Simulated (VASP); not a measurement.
Set up this calculation in VASP 6.6.1, as the native input.

```yaml
Task: single point
Functional: PBE
Potentials_or_basis: VASP PAW PBE potentials, release 64 (Fe_sv, O)
Cutoff: 600 eV
k_mesh: 10 × 10 × 5
Occupations: gaussian, width 0.05 eV
Spin: collinear spin, antiferromagnetic start
Starting_moments: "[4.0, -4.0, 0.0, 0.0] μB"
Hubbard_terms: Fe d U = 4.0 eV
Dipole_correction: no
Further_INCAR_settings: ALGO = Normal; EDIFF = 1e-06; NBANDS = 34
```

The structure of FeO lies in POSCAR:

```
FeO
1.0
    0.0000000000      2.1554001622      2.1554001622
    2.1554001622      0.0000000000      2.1554001622
    4.3108003244      4.3108003244      0.0000000000
Fe O
2 2
Direct
    0.0000000000      0.0000000000      0.0000000000
    0.0000000000      0.0000000000      0.5000000000
    0.5000000000      0.5000000000      0.2500000000
    0.5000000000      0.5000000000      0.7500000000
```

The input as run:

INCAR

```
SYSTEM = FeO
PREC = Accurate
ENCUT = 600
EDIFF = 1E-6
ISMEAR = 0
SIGMA = 0.05
LREAL = .False.
LASPH = .True.
NELM = 200
ALGO = Normal
ISIF = 2
LWAVE = .False.
LCHARG = .False.
ISPIN = 2
MAGMOM = 4 -4 0 0
LORBIT = 11
LMAXMIX = 4
LDAU = .True.
LDAUTYPE = 2
LDAUL = 2 -1
LDAUU = 4 0
LDAUJ = 0 0
LDAUPRINT = 1
GGA = PE
NBANDS = 34
GGA_COMPAT = .False.
```

KPOINTS

```
regular mesh
0
Gamma
  10 10 5
  0 0 0
```

Potentials or basis: VASP PAW PBE potentials, release 64 (Fe_sv, O).

Launch:

```console
$ cat potpaw_PBE.64/Fe_sv/POTCAR potpaw_PBE.64/O/POTCAR > POTCAR
$ mpirun -np 1 vasp_std > vasp.out
```

It gave:

| Item | Value |
| --- | --- |
| Pressure | 1.1 GPa |
| Band gap on the k mesh | zero (filled and empty bands overlap) |
| Net moment | 0.00 μB per cell |
| Site moments | Fe +3.56, -3.56; O +0.00 μB |
| Valence electrons inside the program's atomic spheres | Fe 13.64; O 5.01 |

Run time: 4 min on 1 thread of AMD EPYC 7R43 64-Core Processor (Zen 3), with other jobs on the host, peak memory 0.24 GiB.
